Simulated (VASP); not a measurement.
KF: single point with LDA

Crystal: KF.

```
CELL_PARAMETERS angstrom
0.00000 2.58172 2.77535
2.58172 0.00000 2.77535
2.58172 2.58172 0.00000
ATOMIC_POSITIONS crystal
K 0.00000 0.00000 0.00000
F 0.50000 0.50000 0.50000
```

This cell differs from its parent crystal: normal strain along x +0.0000, normal strain along z +0.0750.

```
Program             : VASP 6.6.1
Task                : single point
Functional          : LDA
Potentials or basis : VASP PAW LDA potentials, release 64 (K_sv, F)
Cutoff              : 520 eV
k mesh              : 8 × 8 × 8
Occupations         : gaussian, width 0.05 eV
Spin                : no spin polarisation
```

| Quantity | Value |
| --- | --- |
| Pressure | -2.0 GPa |
| Band gap on the k mesh | 5.88 eV |

Stress tensor (GPa, compression positive):
```
-0.91  0.00  0.00
 0.00 -0.91  0.00
 0.00  0.00 -4.32
```

Levels at points of the mesh, in eV from the valence-band top:
| k point | band 5 | band 6 | band 7 | band 8 | band 9 | band 10 | band 11 | band 12 |
| --- | --- | --- | --- | --- | --- | --- | --- | --- |
| (0.00, 0.00, 0.00) | -9.02 | -0.11 | 0.00 | 0.00 | 5.88 | 10.27 | 10.74 | 10.74 |
| (0.50, 0.00, 0.00) | -9.02 | -0.93 | -0.45 | -0.44 | 8.84 | 10.38 | 11.89 | 12.33 |
| (0.50, 0.50, 0.00) | -9.22 | -0.36 | -0.04 | -0.04 | 8.06 | 10.26 | 11.15 | 13.76 |
| (0.50, 0.00, 0.50) | -9.26 | -0.17 | -0.16 | -0.04 | 7.82 | 10.26 | 11.80 | 13.70 |

It took 46 s on 1 thread of Intel Xeon 8259CL (shared host), peak memory 0.16 GiB.

Caveat: the cell differs from its parent crystal (normal strain along x +0.0000, normal strain along z +0.0750). A k mesh can miss the band edges.
